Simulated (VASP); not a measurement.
# Ti (Fm-3m) in VASP: further runs, part 2 of 2

VASP 6.6.1. The steps go on from the part before.

## 4. Single point, PBEsol

This run uses another cell than the first one, of 18.07 Å³/atom, 1.080 times its volume.

INCAR

```
SYSTEM = Ti
ALGO = Normal ; EDIFF = 1E-6
ENCUT = 520 ; GGA = PS
ISIF = 2 ; ISMEAR = 1
LASPH = .True. ; LCHARG = .False.
LREAL = .False. ; LWAVE = .False.
NBANDS = 12 ; NELM = 60
PREC = Accurate ; SIGMA = 0.15
```

KPOINTS

```
k-points
0
Gamma
  12 12 12
  0 0 0
```

POSCAR

```
Ti
1.0
    0.0000000000      2.0827507031      2.0827507031
    2.0827507031      0.0000000000      2.0827507031
    2.0827507031      2.0827507031      0.0000000000
Ti
1
Direct
    0.0000000000      0.0000000000      0.0000000000
```

Potentials or basis: VASP PAW PBE potentials, release 64 (Ti_sv).

Run with:

```sh
$ cat potpaw_PBE.64/Ti_sv/POTCAR > POTCAR
$ mpirun -np 1 vasp_std > vasp.out
```

OUTCAR:

```text
SYSTEM = Ti
   EDIFF = 1E-6
   ENCUT = 520
   GGA = PS
   ISIF = 2
   ISMEAR = 1
   LASPH = .True.
   LREAL = .False.
   NELM = 60
   PREC = Accurate

 ion  position               nearest neighbor table
   1  0.000  0.000  0.000-

  LATTYP: Found a face centered cubic cell.
 ALAT       =     4.1655014062

  Lattice vectors:

 A1 = (   0.0000000000,   2.0827507031,   2.0827507031)
 A2 = (   2.0827507031,   0.0000000000,   2.0827507031)
 A3 = (   2.0827507031,   2.0827507031,   0.0000000000)

Analysis of symmetry for initial positions (statically):
=====================================================================
 Subroutine PRICEL returns:
 Original cell was already a primitive cell.

 Routine SETGRP: Setting up the symmetry group for a
 face centered cubic supercell.

 Subroutine GETGRP returns: Found 48 space group operations
 (whereof 48 operations were pure point group operations)
 out of a pool of 48 trial point group operations.

The static configuration has the point symmetry O_h .

Analysis of symmetry for dynamics (positions and initial velocities):
=====================================================================
 Subroutine PRICEL returns:
 Original cell was already a primitive cell.

 Routine SETGRP: Setting up the symmetry group for a
 face centered cubic supercell.

 Subroutine GETGRP returns: Found 48 space group operations
 (whereof 48 operations were pure point group operations)
 out of a pool of 48 trial point group operations.

The dynamic configuration has the point symmetry O_h .

 Subroutine INISYM returns: Found 48 space group operations
 (whereof 48 operations are pure point group operations),
 and found     1 'primitive' translations

----------------------------------------------------------------------------------------

                                     Primitive cell

  volume of cell :      18.0693

  direct lattice vectors                    reciprocal lattice vectors
     0.000000000  2.082750703  2.082750703    -0.240067138  0.240067138  0.240067138
     2.082750703  0.000000000  2.082750703     0.240067138 -0.240067138  0.240067138
     2.082750703  2.082750703  0.000000000     0.240067138  0.240067138 -0.240067138

  length of vectors
     2.945454291  2.945454291  2.945454291     0.415808480  0.415808480  0.415808480

  position of ions in fractional coordinates (direct lattice)
     0.000000000  0.000000000  0.000000000

  ion indices of the primitive-cell ions
   primitive index   ion index
                 1           1

----------------------------------------------------------------------------------------

 KPOINTS: k-points

Automatic generation of k-mesh.
 Grid dimensions read from file:
 generate k-points for:   12   12   12

 Generating k-lattice:

  Cartesian coordinates                     Fractional coordinates (reciprocal lattice)
    -0.020005595  0.020005595  0.020005595     0.083333333  0.000000000  0.000000000
     0.020005595 -0.020005595  0.020005595     0.000000000  0.083333333  0.000000000
     0.020005595  0.020005595 -0.020005595     0.000000000  0.000000000  0.083333333

  Length of vectors
     0.034650707  0.034650707  0.034650707

  Shift w.r.t. Gamma in fractional coordinates (k-lattice)
     0.000000000  0.000000000  0.000000000

 Subroutine IBZKPT returns following result:
 ===========================================

 Found     72 irreducible k-points:

 Following reciprocal coordinates:
            Coordinates               Weight
  0.000000  0.000000  0.000000      1.000000
  0.083333  0.000000  0.000000      8.000000
  0.166667  0.000000  0.000000      8.000000
  0.250000  0.000000  0.000000      8.000000
  0.333333  0.000000  0.000000      8.000000
  0.416667  0.000000  0.000000      8.000000
[... 16 lines left out ...]
  0.500000  0.166667  0.000000     24.000000
 -0.416667  0.166667  0.000000     24.000000
 [... further k-points ...]
   k-points           NKPTS =     72   k-points in BZ     NKDIM =     72   number of bands    NBANDS=     12
   number of dos      NEDOS =    301   number of ions     NIONS =      1
   total plane-waves  NPLWV =  13824
   dimension x,y,z NGX =    24 NGY =   24 NGZ =   24
   dimension x,y,z NGXF=    48 NGYF=   48 NGZF=   48
   ions per type =               1
   NGX,Y,Z   is equivalent  to a cutoff of  13.55, 13.55, 13.55 a.u.
   NGXF,Y,Z  is equivalent  to a cutoff of  27.09, 27.09, 27.09 a.u.
 SYSTEM =  Ti
   PREC   = accura    normal or accurate (medium, high low for compatibility)
   ISTART =      0    job   : 0-new  1-cont  2-samecut
   ICHARG =      2    charge: 1-file 2-atom 10-const
   ISPIN  =      1    spin polarized calculation?
   LNONCOLLINEAR =      F non collinear calculations
   LSORBIT =      F    spin-orbit coupling
   LASPH  =      T    aspherical Exc in radial PAW
   ENCUT  =  520.0 eV  38.22 Ry    6.18 a.u.   5.48  5.48  5.48*2*pi/ulx,y,z
   NELM   =     60;   NELMIN=  2; NELMDL= -5     # of ELM steps
   EDIFF  = 0.1E-05   stopping-criterion for ELM
   LREAL  =      F    real-space projection
   EDIFFG = 0.1E-04   stopping-criterion for IOM
   NSW    =      0    number of steps for IOM
   IBRION =     -1    ionic relax: 0-MD 1-quasi-New 2-CG
   NFREE  =      0    steps in history (QN), initial steepest desc. (CG)
   ISIF   =      2    stress and relaxation
   ISYM   =      2    0-nonsym 1-usesym 2-fastsym
   POTIM  = 0.5000    time-step for ionic-motion
   TEBEG  =    0.0;   TEEND  =   0.0 temperature during run
   PSTRESS=    0.0 pullay stress
   NELECT =      12.0000    total number of electrons
   NUPDOWN=      -1.0000    fix difference up-down
   EMIN   =  10.00;   EMAX   =-10.00  energy-range for DOS
   EFERMI =   0.00;   METHOD = LEGACY
   ISMEAR =     1;   SIGMA  =   0.15  broadening in eV -4-tet -1-fermi 0-gaus
   EFERMI_NEDOS =   21; number of points for ismear=-14 and -15
   IALGO  =     38    algorithm
   IMIX   =      4    mixing-type and parameters
     AMIX     =   0.40;   BMIX     =  1.00
     AMIX_MAG =   1.60;   BMIX_MAG =  1.00
  volume/ion in A,a.u.               =      18.07       121.94
  Fermi-wavevector in a.u.,A,eV,Ry     =   1.428306  2.699107 27.756679  2.040058
  Thomas-Fermi vector in A             =   2.548382
   LORBIT       =      0    0 simple, 1 ext, 2 COOP (PROOUT), +10 PAW based schemes
   GGA     = PS    functional components
   LHFCALC =     F    Hartree Fock is set to
   AEXX    =    0.0000 exact exchange contribution
   IVDW    =     0    specifies the selected vdW correction
   LEPSILON=     F    determine dielectric tensor
   LRPA    =     F    only Hartree local field effects (RPA)
 non-spin polarized calculation
 Methfessel and Paxton  Order N= 1 SIGMA  =   0.15
  energy-cutoff  :      520.00
  volume of cell :       18.07
 maximum number of plane-waves:       531
 NGX is ok and might be reduce to    24
   NGX = 11   NGY = 11   NGZ = 11

 number of electron      11.9999996 magnetization

 Free energy of the ion-electron system (eV)
  ---------------------------------------------------
  ext. energy  EPLUGINS =         0.00000000
  ---------------------------------------------------
  free energy    TOTEN  =        -8.24406528 eV

  energy without entropy =       -8.24268029  energy(sigma->0) =       -8.24360362

 E-fermi :   7.6926     XC(G=0): -11.4484

 val. band max:        7.6693429630   @ k =   0.3333   0.0000   0.0000
 cond. band min:       7.6927527264   @ k =  -0.2500   0.2500   0.0000
 fundamental gap:      0.0234097634
 Fermi energy:         7.6926135605

 k-point     1 :       0.0000    0.0000    0.0000
  band No.  band energies     occupation
      1     -48.8669      2.00000
      2     -24.8633      2.00000
      3     -24.8633      2.00000
      4     -24.8633      2.00000
      5       1.6820      2.00000
      6       8.5330     -0.00000
      7       8.5330     -0.00000
      8       8.5330     -0.00000
      9      10.0682     -0.00000
     10      10.0682     -0.00000
     11      22.7340      0.00000
     12      26.9689      0.00000
[... 331 lines left out ...]
 k-point    24 :      -0.4167    0.1667    0.0000
  band No.  band energies     occupation
      1     -48.7508      2.00000
      2     -25.4013      2.00000
      3     -25.0480      2.00000
      4     -24.9618      2.00000
      5       5.7783      2.00000
      6       7.3101      2.00184
      7       8.1422     -0.00019
      8       8.8952     -0.00000
      9      10.8858      0.00000
     10      12.3394      0.00000
     11      15.4841      0.00000
     12      21.1502      0.00000

 [... further k-points ...]

------------------------ aborting loop because EDIFF is reached ----------------------------------------

  FORCE on cell =-STRESS in cart. coord.  units (eV):
  Direction    XX          YY          ZZ          XY          YZ          ZX
  --------------------------------------------------------------------------------------
  -------------------------------------------------------------------------------------
  Total       -0.9226047     -0.9226047     -0.9226047      0.0000000      0.0000000     -0.0000000
  in kB      -81.8058550    -81.8058550    -81.8058550      0.0000000      0.0000000     -0.0000000
  external PRESSURE =     -81.8058550 kB  Pullay stress =       0.0000000 kB

 VOLUME and BASIS-vectors are now :
 -----------------------------------------------------------------------------
  energy-cutoff  :      520.00
  volume of cell :       18.07
      direct lattice vectors                 reciprocal lattice vectors
     0.000000000  2.082750703  2.082750703    -0.240067138  0.240067138  0.240067138
     2.082750703  0.000000000  2.082750703     0.240067138 -0.240067138  0.240067138
     2.082750703  2.082750703  0.000000000     0.240067138  0.240067138 -0.240067138

 POSITION                                       TOTAL-FORCE (eV/Angst)
 -----------------------------------------------------------------------------------
      0.00000      0.00000      0.00000        -0.000000     -0.000000      0.000000
 -----------------------------------------------------------------------------------
    total drift:                               -0.000000     -0.000000     -0.000000

  FREE ENERGIE OF THE ION-ELECTRON SYSTEM (eV)
  ---------------------------------------------------
  free  energy   TOTEN  =        -8.2440652846 eV

  energy  without entropy=       -8.2426802886  energy(sigma->0) =       -8.24360362
```

OSZICAR:

```text
N       E                     dE             d eps       ncg     rms          rms(c)
DAV:   1     0.864805634188E+02    0.86481E+02   -0.65450E+03  1728   0.119E+03
DAV:   2    -0.503747360821E+01   -0.91518E+02   -0.89116E+02  1772   0.297E+02
DAV:   3    -0.937214181694E+01   -0.43347E+01   -0.42877E+01  2336   0.655E+01
DAV:   4    -0.946876044585E+01   -0.96619E-01   -0.96482E-01  2016   0.903E+00
DAV:   5    -0.947099171995E+01   -0.22313E-02   -0.22312E-02  2056   0.127E+00    0.841E+00
DAV:   6    -0.826103875000E+01    0.12100E+01   -0.24554E+00  1856   0.231E+01    0.206E+00
DAV:   7    -0.823802283272E+01    0.23016E-01   -0.11198E-01  2120   0.375E+00    0.126E+00
DAV:   8    -0.824417586705E+01   -0.61530E-02   -0.39946E-02  1820   0.282E+00    0.244E-01
DAV:   9    -0.824406435944E+01    0.11151E-03   -0.59728E-03  2204   0.965E-01    0.833E-02
DAV:  10    -0.824407729330E+01   -0.12934E-04   -0.28707E-04  1888   0.209E-01    0.288E-02
DAV:  11    -0.824406737450E+01    0.99188E-05   -0.34274E-05  2080   0.642E-02    0.972E-03
DAV:  12    -0.824406503821E+01    0.23363E-05   -0.36493E-06  1920   0.234E-02    0.217E-03
DAV:  13    -0.824406528463E+01   -0.24641E-06   -0.42331E-07  1256   0.588E-03
   1 F= -.82440653E+01 E0= -.82436036E+01  d E =-.138500E-02
```

It took 18 s on 1 thread of Intel Xeon 8259CL, shared host; peak memory 0.15 GiB.

Results:

| Quantity | Value |
| --- | --- |
| Free energy | -8.2441 eV |
| Pressure | -8.2 GPa |
| Band gap on the k mesh | zero (band 6 reaches 8.53 eV, above the bottom of band 7 at 7.32 eV) |

Caveat: the PAW data sets were made with another functional, which shifts forces and pressure a little.

## 5. Overview

```csv
cell,gap on the mesh (eV),pressure (GPa)
"a = 2.871 Å, angles 60.0°, 1 atom",none,-0.6
"a = 2.909 Å, angles 60.0°, 1 atom",none,-4.7
"a = 2.945 Å, angles 60.0°, 1 atom",none,-8.2
```

Alike in all rows: task single point; level PBEsol; potentials or basis VASP PAW PBE potentials, release 64 (Ti_sv); no spin polarisation; k mesh 12 × 12 × 12; cutoff (eV) 520; smearing methfessel-paxton 0.15 eV.

Caveats: the PAW data sets were made with another functional, which shifts forces and pressure a little.

Total energies depend on the potentials used, so only differences within one code and one set of settings carry meaning.
